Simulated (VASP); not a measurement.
# Zr (P6_3/mmc) in VASP: notebook

Zr is run at these levels: RPBE, revPBE; tasks: relaxation of cell and atoms.

Program: VASP 6.6.1. These are calculated values, not measurements. Logs are shortened: lines on timing, memory, paths and dates and some standing lists are left out, and cuts for length are marked.

## 1. The cell of the first run

Symmetry: P6_3/mmc, No. 194, hexagonal system. Conventional cell: a = 3.232 Å, b = 3.232 Å, c = 5.147 Å, α = 90.00°, β = 90.00°, γ = 120.00°. Zr (site symmetry -6m2) has 12 Zr at 3.18 to 3.23 Å within 4.2 Å.

## 2. Relaxation of cell and atoms, RPBE

File INCAR:

```
PREC     = Accurate       # precision mode
ENCUT    = 600            # plane-wave cutoff, eV
EDIFF    = 1E-6           # SCF threshold, eV
ISMEAR   = -1             # smearing method
SIGMA    = 0.05           # smearing width, eV
LREAL    = False          # projectors in reciprocal space
LASPH    = True           # aspherical terms in the spheres
NELM     = 80             # most SCF steps
ALGO     = Normal         # electronic algorithm
ISIF     = 3              # what is computed and relaxed
LWAVE    = False          # write WAVECAR
LCHARG   = False          # write CHGCAR
GGA      = RP             # functional
IBRION   = 2              # ionic algorithm
NSW      = 60             # ionic steps
EDIFFG   = -0.01          # ionic threshold
```

File KPOINTS:

```
regular mesh
0
Gamma
  9 9 5
```

File POSCAR:

```
Zr
1.0
    3.2320000000      0.0000000000      0.0000000000
   -1.6160000000      2.7989941050      0.0000000000
    0.0000000000      0.0000000000      5.1470000000
Zr
2
Direct
    0.6666666667      0.3333333333      0.7500000000
    0.3333333333      0.6666666667      0.2500000000
```

Potentials or basis: VASP PAW PBE potentials, release 64 (Zr_sv).

On the command line:

```console
$ cat potpaw_PBE.64/Zr_sv/POTCAR > POTCAR
$ mpirun -np 1 vasp_std > vasp.out
```

OUTCAR:

```text
PREC = Accurate
   ENCUT = 600
   EDIFF = 1E-6
   ISMEAR = -1
   LREAL = False
   LASPH = True
   NELM = 80
   ISIF = 3
   GGA = RP
   IBRION = 2
   NSW = 60
   EDIFFG = -0.01

 ion  position               nearest neighbor table
   1  0.667  0.333  0.750-   2 3.18   2 3.18   2 3.18   2 3.18   2 3.18   2 3.18
   2  0.333  0.667  0.250-   1 3.18   1 3.18   1 3.18   1 3.18   1 3.18   1 3.18

  LATTYP: Found a hexagonal cell.
 ALAT       =     3.2320000000
 C/A-ratio  =     1.5925123762

  Lattice vectors:

 A1 = (   3.2320000000,   0.0000000000,   0.0000000000)
 A2 = (  -1.6160000000,   2.7989941050,   0.0000000000)
 A3 = (   0.0000000000,   0.0000000000,   5.1470000000)

Analysis of symmetry for initial positions (statically):
=====================================================================
 Subroutine PRICEL returns:
 Original cell was already a primitive cell.

 Routine SETGRP: Setting up the symmetry group for a
 hexagonal supercell.

 Subroutine GETGRP returns: Found 24 space group operations
 (whereof 12 operations were pure point group operations)
 out of a pool of 24 trial point group operations.

The static configuration has the point symmetry D_3d.
 The point group associated with its full space group is D_6h.

Analysis of symmetry for dynamics (positions and initial velocities):
=====================================================================
 Subroutine PRICEL returns:
 Original cell was already a primitive cell.

 Routine SETGRP: Setting up the symmetry group for a
 hexagonal supercell.

 Subroutine GETGRP returns: Found 24 space group operations
 (whereof 12 operations were pure point group operations)
 out of a pool of 24 trial point group operations.

The dynamic configuration has the point symmetry D_3d.
 The point group associated with its full space group is D_6h.

 Subroutine INISYM returns: Found 24 space group operations
 (whereof 12 operations are pure point group operations),
 and found     1 'primitive' translations

----------------------------------------------------------------------------------------

                                     Primitive cell

  volume of cell :      46.5616

  direct lattice vectors                    reciprocal lattice vectors
     3.232000000  0.000000000  0.000000000     0.309405941  0.178635603  0.000000000
    -1.616000000  2.798994105  0.000000000     0.000000000  0.357271206  0.000000000
     0.000000000  0.000000000  5.147000000     0.000000000  0.000000000  0.194287935

  length of vectors
     3.232000000  3.232000000  5.147000000     0.357271206  0.357271206  0.194287935

  position of ions in fractional coordinates (direct lattice)
     0.666666667  0.333333333  0.750000000
     0.333333333  0.666666667  0.250000000

  ion indices of the primitive-cell ions
   primitive index   ion index
                 1           1
                 2           2

----------------------------------------------------------------------------------------

 KPOINTS: regular mesh

Automatic generation of k-mesh.
 Grid dimensions read from file:
 generate k-points for:    9    9    5

 Generating k-lattice:

  Cartesian coordinates                     Fractional coordinates (reciprocal lattice)
     0.034378438  0.019848400  0.000000000     0.111111111  0.000000000  0.000000000
     0.000000000  0.039696801  0.000000000     0.000000000  0.111111111  0.000000000
     0.000000000  0.000000000  0.038857587     0.000000000  0.000000000  0.200000000

  Length of vectors
     0.039696801  0.039696801  0.038857587

  Shift w.r.t. Gamma in fractional coordinates (k-lattice)
     0.000000000  0.000000000  0.000000000

 Subroutine IBZKPT returns following result:
 ===========================================

 Found     36 irreducible k-points:

 Following reciprocal coordinates:
            Coordinates               Weight
  0.000000  0.000000  0.000000      1.000000
  0.111111  0.000000  0.000000      6.000000
  0.222222  0.000000  0.000000      6.000000
  0.333333  0.000000  0.000000      6.000000
  0.444444  0.000000  0.000000      6.000000
  0.111111  0.111111  0.000000      6.000000
[... 16 lines left out ...]
  0.333333  0.222222  0.200000     24.000000
  0.333333  0.333333  0.200000      4.000000
 [... further k-points ...]
   k-points           NKPTS =     36   k-points in BZ     NKDIM =     36   number of bands    NBANDS=     16
   number of dos      NEDOS =    301   number of ions     NIONS =      2
   total plane-waves  NPLWV =  32928
   dimension x,y,z NGX =    28 NGY =   28 NGZ =   42
   dimension x,y,z NGXF=    56 NGYF=   56 NGZF=   84
   ions per type =               2
   NGX,Y,Z   is equivalent  to a cutoff of  14.40, 14.40, 13.57 a.u.
   NGXF,Y,Z  is equivalent  to a cutoff of  28.80, 28.80, 27.13 a.u.
 SYSTEM =  unknown system
   PREC   = accura    normal or accurate (medium, high low for compatibility)
   ISTART =      0    job   : 0-new  1-cont  2-samecut
   ICHARG =      2    charge: 1-file 2-atom 10-const
   ISPIN  =      1    spin polarized calculation?
   LNONCOLLINEAR =      F non collinear calculations
   LSORBIT =      F    spin-orbit coupling
   LASPH  =      T    aspherical Exc in radial PAW
   ENCUT  =  600.0 eV  44.10 Ry    6.64 a.u.   6.46  6.46 10.28*2*pi/ulx,y,z
   NELM   =     80;   NELMIN=  2; NELMDL= -5     # of ELM steps
   EDIFF  = 0.1E-05   stopping-criterion for ELM
   LREAL  =      F    real-space projection
   EDIFFG = -.1E-01   stopping-criterion for IOM
   NSW    =     60    number of steps for IOM
   IBRION =      2    ionic relax: 0-MD 1-quasi-New 2-CG
   NFREE  =      1    steps in history (QN), initial steepest desc. (CG)
   ISIF   =      3    stress and relaxation
   ISYM   =      2    0-nonsym 1-usesym 2-fastsym
   POTIM  = 0.5000    time-step for ionic-motion
   TEBEG  =    0.0;   TEEND  =   0.0 temperature during run
   PSTRESS=    0.0 pullay stress
   NELECT =      24.0000    total number of electrons
   NUPDOWN=      -1.0000    fix difference up-down
   EMIN   =  10.00;   EMAX   =-10.00  energy-range for DOS
   EFERMI =   0.00;   METHOD = LEGACY
   ISMEAR =    -1;   SIGMA  =   0.05  broadening in eV -4-tet -1-fermi 0-gaus
   EFERMI_NEDOS =   21; number of points for ismear=-14 and -15
   IALGO  =     38    algorithm
   IMIX   =      4    mixing-type and parameters
     AMIX     =   0.40;   BMIX     =  1.00
     AMIX_MAG =   1.60;   BMIX_MAG =  1.00
  volume/ion in A,a.u.               =      23.28       157.11
  Fermi-wavevector in a.u.,A,eV,Ry     =   1.312611  2.480475 23.442130  1.722948
  Thomas-Fermi vector in A             =   2.442991
   LORBIT       =      0    0 simple, 1 ext, 2 COOP (PROOUT), +10 PAW based schemes
   GGA     = RP    functional components
   LHFCALC =     F    Hartree Fock is set to
   AEXX    =    0.0000 exact exchange contribution
   IVDW    =     0    specifies the selected vdW correction
   LEPSILON=     F    determine dielectric tensor
   LRPA    =     F    only Hartree local field effects (RPA)
 conjugate gradient relaxation of ions
 non-spin polarized calculation
  energy-cutoff  :      600.00
  volume of cell :       46.56
 maximum number of plane-waves:      1572
 NGX is ok and might be reduce to    28
   NGX = 13   NGY = 13   NGZ = 21

--------------------------------------- Ionic step        1  -------------------------------------------

 number of electron      24.0000000 magnetization

 Free energy of the ion-electron system (eV)
  ---------------------------------------------------
  ext. energy  EPLUGINS =         0.00000000
  ---------------------------------------------------
  free energy    TOTEN  =       -16.19649115 eV

  energy without entropy =      -16.18073177  energy(sigma->0) =      -16.18861146

------------------------ aborting loop because EDIFF is reached ----------------------------------------

  FORCE on cell =-STRESS in cart. coord.  units (eV):
  Direction    XX          YY          ZZ          XY          YZ          ZX
  --------------------------------------------------------------------------------------
  -------------------------------------------------------------------------------------
  Total        0.7070640      0.7070640      0.9596636      0.0000000      0.0000000      0.0000000
  in kB       24.3299816     24.3299816     33.0219044      0.0000000      0.0000000      0.0000000
  external PRESSURE =      27.2272892 kB  Pullay stress =       0.0000000 kB
[... 93 lines left out ...]
  energy  without entropy=      -16.1930993185  energy(sigma->0) =      -16.20053386

--------------------------------------- Ionic step        4  -------------------------------------------

 number of electron      24.0000000 magnetization

 Free energy of the ion-electron system (eV)
  ---------------------------------------------------
  ext. energy  EPLUGINS =         0.00000000
  ---------------------------------------------------
  free energy    TOTEN  =       -16.20805194 eV

  energy without entropy =      -16.19327667  energy(sigma->0) =      -16.20066430

 E-fermi :   8.7766     XC(G=0): -10.8784

 val. band max:        8.7489045492   @ k =   0.0000   0.0000   0.4000
 cond. band min:       8.8196248997   @ k =   0.1111   0.0000   0.4000
 fundamental gap:      0.0707203505
 Fermi energy:         8.7765579023

 k-point     1 :       0.0000    0.0000    0.0000
  band No.  band energies     occupation
      1     -40.1620      2.00000
      2     -40.0281      2.00000
      3     -18.6280      2.00000
      4     -17.8354      2.00000
      5     -17.8354      2.00000
      6     -17.7244      2.00000
[... 8 lines left out ...]
     15      10.2964      0.00000
     16      10.2964      0.00000
[... 420 lines left out ...]
  band No.  band energies     occupation
      1     -40.0101      2.00000
      2     -40.0101      2.00000
      3     -18.3211      2.00000
      4     -18.3145      2.00000
      5     -18.3145      2.00000
      6     -18.0908      2.00000
[... 8 lines left out ...]
     15      10.4674      0.00000
     16      12.3723      0.00000

 [... further k-points ...]
[... 5 lines left out ...]
  --------------------------------------------------------------------------------------
  -------------------------------------------------------------------------------------
  Total       -0.0148139     -0.0148139      0.0153781     -0.0000000      0.0000000      0.0000000
  in kB       -0.4954390     -0.4954390      0.5143078     -0.0000000      0.0000000      0.0000000
  external PRESSURE =      -0.1588567 kB  Pullay stress =       0.0000000 kB
[... 17 lines left out ...]
  FREE ENERGIE OF THE ION-ELECTRON SYSTEM (eV)
  ---------------------------------------------------
  free  energy   TOTEN  =       -16.2080519404 eV

  energy  without entropy=      -16.1932766695  energy(sigma->0) =      -16.20066430

 reached required accuracy - stopping structural energy minimisation
```

Run time: 2.8 min. Hardware: 1 thread of Intel Xeon 8259CL, shared host; peak memory 0.2 GiB.

What came out:

- Free energy: -16.2081 eV
- Relaxed volume: 23.95 Å³/atom
- Relaxed cell: a = 3.257 Å, b = 3.257 Å, c = 5.214 Å, α = 90.00°, β = 90.00°, γ = 120.00°
- Space group after relaxing (to 0.1 Å): P6_3/mmc (No. 194)
- Energy gained by relaxing: 5.8 meV/atom
- Ionic steps: 4
- Pressure after relaxing: 0.0 GPa
- Band gap on the k mesh: zero (bands 12 and 13 overlap by 1.15 eV)

The path:
```tsv
step	energy change (eV)	largest force (eV/Å)	pressure (GPa)	volume (Å³)
1	0.0000	0.0000	2.72	46.56
2	-0.0007	0.0000	-2.46	49.28
3	-0.0115	0.0000	-0.02	47.92
4	-0.0116	0.0000	-0.02	47.91
```

Final structure:
```yaml
crystal:
  lattice:
    - [3.25732, 0.00000, 0.00000]
    - [-1.62866, 2.82092, 0.00000]
    - [0.00000, 0.00000, 5.21360]
  atoms:
    - { symbol: Zr, position: [0.66667, 0.33333, 0.75000] }
    - { symbol: Zr, position: [0.33333, 0.66667, 0.25000] }
```

Levels at points of the mesh, in eV from the Fermi level:
| k point | band 9 | band 10 | band 11 | band 12 | band 13 | band 14 | band 15 | band 16 |
| --- | --- | --- | --- | --- | --- | --- | --- | --- |
| (0.00, 0.00, 0.00) | -5.61 | -2.96 | 0.87 | 0.87 | 0.96 | 1.00 | 1.52 | 1.52 |

Caveat: the PAW data sets were made with another functional, which shifts forces and pressure a little. RPBE and its kin give volumes clearly too large for solids.

## 3. Relaxation of cell and atoms, revPBE

File INCAR:

```
  PREC = Accurate
  ENCUT = 600
  EDIFF = 1E-6
  ISMEAR = -1
  SIGMA = 0.05
  LREAL = F
  LASPH = T
  NELM = 60
  ALGO = Normal
  ISIF = 3
  LWAVE = F
  LCHARG = F
  GGA = RE
  IBRION = 2
  NSW = 60
  EDIFFG = -0.01
```

KPOINTS is that of step 2.

POSCAR is that of step 2.

Potentials or basis: VASP PAW PBE potentials, release 64 (Zr_sv).

On the command line:

```console
$ cat potpaw_PBE.64/Zr_sv/POTCAR > POTCAR
$ mpirun -np 1 vasp_std > vasp.out
```

OUTCAR:

```text
PREC = Accurate
   ENCUT = 600
   EDIFF = 1E-6
   ISMEAR = -1
   LREAL = F
   LASPH = T
   NELM = 60
   ISIF = 3
   GGA = RE
   IBRION = 2
   NSW = 60
   EDIFFG = -0.01

 ion  position               nearest neighbor table
   1  0.667  0.333  0.750-   2 3.18   2 3.18   2 3.18   2 3.18   2 3.18   2 3.18
   2  0.333  0.667  0.250-   1 3.18   1 3.18   1 3.18   1 3.18   1 3.18   1 3.18

  LATTYP: Found a hexagonal cell.
 ALAT       =     3.2320000000
 C/A-ratio  =     1.5925123762

  Lattice vectors:

 A1 = (   3.2320000000,   0.0000000000,   0.0000000000)
 A2 = (  -1.6160000000,   2.7989941050,   0.0000000000)
 A3 = (   0.0000000000,   0.0000000000,   5.1470000000)

Analysis of symmetry for initial positions (statically):
=====================================================================
 Subroutine PRICEL returns:
 Original cell was already a primitive cell.

 Routine SETGRP: Setting up the symmetry group for a
 hexagonal supercell.

 Subroutine GETGRP returns: Found 24 space group operations
 (whereof 12 operations were pure point group operations)
 out of a pool of 24 trial point group operations.

The static configuration has the point symmetry D_3d.
 The point group associated with its full space group is D_6h.

Analysis of symmetry for dynamics (positions and initial velocities):
=====================================================================
 Subroutine PRICEL returns:
 Original cell was already a primitive cell.

 Routine SETGRP: Setting up the symmetry group for a
 hexagonal supercell.

 Subroutine GETGRP returns: Found 24 space group operations
 (whereof 12 operations were pure point group operations)
 out of a pool of 24 trial point group operations.

The dynamic configuration has the point symmetry D_3d.
 The point group associated with its full space group is D_6h.

 Subroutine INISYM returns: Found 24 space group operations
 (whereof 12 operations are pure point group operations),
 and found     1 'primitive' translations

[... 119 lines left out ...]
   GGA     = RE    functional components
   LHFCALC =     F    Hartree Fock is set to
   AEXX    =    0.0000 exact exchange contribution
   IVDW    =     0    specifies the selected vdW correction
   LEPSILON=     F    determine dielectric tensor
   LRPA    =     F    only Hartree local field effects (RPA)
 conjugate gradient relaxation of ions
 non-spin polarized calculation
  energy-cutoff  :      600.00
  volume of cell :       46.56
 maximum number of plane-waves:      1572
 NGX is ok and might be reduce to    28
   NGX = 13   NGY = 13   NGZ = 21

--------------------------------------- Ionic step        1  -------------------------------------------

 number of electron      24.0000000 magnetization

 Free energy of the ion-electron system (eV)
  ---------------------------------------------------
  ext. energy  EPLUGINS =         0.00000000
  ---------------------------------------------------
  free energy    TOTEN  =       -16.37099658 eV

  energy without entropy =      -16.35510536  energy(sigma->0) =      -16.36305097

------------------------ aborting loop because EDIFF is reached ----------------------------------------

  FORCE on cell =-STRESS in cart. coord.  units (eV):
  Direction    XX          YY          ZZ          XY          YZ          ZX
  --------------------------------------------------------------------------------------
  -------------------------------------------------------------------------------------
  Total        0.5274967      0.5274967      0.7807582      0.0000000     -0.0000000      0.0000000
  in kB       18.1510953     18.1510953     26.8657913      0.0000000     -0.0000000      0.0000000
  external PRESSURE =      21.0559940 kB  Pullay stress =       0.0000000 kB
[... 95 lines left out ...]
--------------------------------------- Ionic step        4  -------------------------------------------

 number of electron      24.0000000 magnetization

 Free energy of the ion-electron system (eV)
  ---------------------------------------------------
  ext. energy  EPLUGINS =         0.00000000
  ---------------------------------------------------
  free energy    TOTEN  =       -16.37811172 eV

  energy without entropy =      -16.36307196  energy(sigma->0) =      -16.37059184

 E-fermi :   8.8230     XC(G=0): -10.9292

 val. band max:        8.7991570593   @ k =   0.0000   0.0000   0.4000
 cond. band min:       8.8606847490   @ k =   0.1111   0.0000   0.4000
 fundamental gap:      0.0615276897
 Fermi energy:         8.8229867938

 k-point     1 :       0.0000    0.0000    0.0000
  band No.  band energies     occupation
      1     -40.0914      2.00000
      2     -39.9538      2.00000
      3     -18.5691      2.00000
      4     -17.7590      2.00000
      5     -17.7590      2.00000
      6     -17.6453      2.00000
[... 433 lines left out ...]
      3     -18.2569      2.00000
      4     -18.2494      2.00000
      5     -18.2494      2.00000
      6     -18.0214      2.00000
[... 8 lines left out ...]
     15      10.5221      0.00000
     16      12.4409      0.00000

 [... further k-points ...]
[... 5 lines left out ...]
  --------------------------------------------------------------------------------------
  -------------------------------------------------------------------------------------
  Total       -0.0164583     -0.0164583      0.0192578      0.0000000      0.0000000      0.0000000
  in kB       -0.5540564     -0.5540564      0.6483006      0.0000000      0.0000000      0.0000000
  external PRESSURE =      -0.1532707 kB  Pullay stress =       0.0000000 kB
[... 17 lines left out ...]
  FREE ENERGIE OF THE ION-ELECTRON SYSTEM (eV)
  ---------------------------------------------------
  free  energy   TOTEN  =       -16.3781117223 eV

  energy  without entropy=      -16.3630719553  energy(sigma->0) =      -16.37059184

 reached required accuracy - stopping structural energy minimisation
```

It took 2.7 min on 1 thread of Intel Xeon 8259CL, shared host; peak memory 0.2 GiB.

What came out:

| Quantity | Value |
| --- | --- |
| Free energy | -16.3781 eV |
| Relaxed volume | 23.80 Å³/atom |
| Relaxed cell | a = 3.250 Å, b = 3.250 Å, c = 5.204 Å, α = 90.00°, β = 90.00°, γ = 120.00° |
| Space group after relaxing (to 0.1 Å) | P6_3/mmc (No. 194) |
| Energy gained by relaxing | 3.6 meV/atom |
| Ionic steps | 4 |
| Pressure after relaxing | 0.0 GPa |
| Band gap on the k mesh | zero (bands 12 and 13 overlap by 1.15 eV) |

The path:
| step | energy change (eV) | largest force (eV/Å) | pressure (GPa) | volume (Å³) |
| --- | --- | --- | --- | --- |
| 1 | 0.0000 | 0.0000 | 2.11 | 46.56 |
| 2 | -0.0005 | 0.0000 | -1.96 | 48.65 |
| 3 | -0.0070 | 0.0000 | -0.03 | 47.61 |
| 4 | -0.0071 | 0.0000 | -0.02 | 47.59 |

Final structure:
```cif
data_structure
_symmetry_space_group_name_H-M 'P 1'
_symmetry_Int_Tables_number 1
_cell_length_a 3.2498
_cell_length_b 3.2498
_cell_length_c 5.2035
_cell_angle_alpha 90.000
_cell_angle_beta 90.000
_cell_angle_gamma 120.000
_cell_volume 47.59
loop_
_atom_site_label
_atom_site_type_symbol
_atom_site_fract_x
_atom_site_fract_y
_atom_site_fract_z
_atom_site_occupancy
Zr1 Zr 0.66667 0.33333 0.75000 1
Zr2 Zr 0.33333 0.66667 0.25000 1
```

Levels at points of the mesh, in eV from the Fermi level:
```csv
k point,band 10,band 11,band 12,band 13,band 14,band 15
"(0.00, 0.00, 0.00)",-2.98,0.87,0.87,0.95,1.02,1.53
```

Caveat: the PAW data sets were made with another functional, which shifts forces and pressure a little.

The gap in the log of VASP goes by the Fermi energy; the results here count the filled bands.